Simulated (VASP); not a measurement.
Wanted: the native input for a VASP 6.6.1 run.

```yaml
Task: relaxation of the atoms
Functional: LDA
Potentials_or_basis: VASP PAW LDA potentials, release 64 (Si)
Cutoff: 520 eV
k_mesh: 2 × 2 × 2
Occupations: gaussian, width 0.05 eV
Spin: no spin polarisation
Dipole_correction: no
Further_INCAR_settings: LREAL = Auto; ALGO = Normal; EDIFF = 1e-06; IBRION = 2; EDIFFG = -0.03; NSW = 80
```

The structure of Si (a cell with a defect) lies in POSCAR:

```
Si
1.0
    0.0000000000      5.4300000000      5.4300000000
    5.4300000000      0.0000000000      5.4300000000
    5.4300000000      5.4300000000      0.0000000000
Si
17
Direct
    0.0000000000      0.0000000000      0.0000000000
    0.1250000000      0.1250000000      0.1250000000
    0.0000000000      0.0000000000      0.5000000000
    0.1250000000      0.1250000000      0.6250000000
    0.0000000000      0.5000000000      0.0000000000
    0.1250000000      0.6250000000      0.1250000000
    0.0000000000      0.5000000000      0.5000000000
    0.1250000000      0.6250000000      0.6250000000
    0.5000000000      0.0000000000      0.0000000000
    0.6250000000      0.1250000000      0.1250000000
    0.5000000000      0.0000000000      0.5000000000
    0.6250000000      0.1250000000      0.6250000000
    0.5000000000      0.5000000000      0.0000000000
    0.6250000000      0.6250000000      0.1250000000
    0.5000000000      0.5000000000      0.5000000000
    0.6250000000      0.6250000000      0.6250000000
    0.7508445100      0.7434531700      0.7485091800
```

The input as run:

INCAR

```
SYSTEM = Si
ALGO = Normal ; EDIFF = 1E-6
EDIFFG = -0.03 ; ENCUT = 520
GGA = CA ; IBRION = 2
ISIF = 2 ; ISMEAR = 0
LASPH = .TRUE. ; LCHARG = .FALSE.
LREAL = Auto ; LWAVE = .FALSE.
NELM = 80 ; NSW = 80
PREC = Accurate ; SIGMA = 0.05
```

KPOINTS

```
k-points
0
G
  2 2 2
  0 0 0
```

Potentials or basis: VASP PAW LDA potentials, release 64 (Si).

Launch:

```sh
$ cat potpaw_LDA.64/Si/POTCAR > POTCAR
$ mpirun -np 1 vasp_std > vasp.out
```

Results of the run:

| Quantity | Value |
| --- | --- |
| Energy gained by relaxing | 6.8 meV/atom |
| Ionic steps | 7 |
| Pressure after relaxing | 1.7 GPa |
| Largest force after relaxing | 0.022 eV/Å |
| Band gap on the k mesh | zero (bands 34 and 35 overlap by 0.24 eV) |

Caveat: the k points lie up to 0.50 Å⁻¹ apart.

Wall time 12 min on 1 thread of Intel(R) Xeon(R) Platinum 8259CL CPU @ 2.50GHz (Skylake/Cascade Lake), on a shared host, peak memory 0.38 GiB.
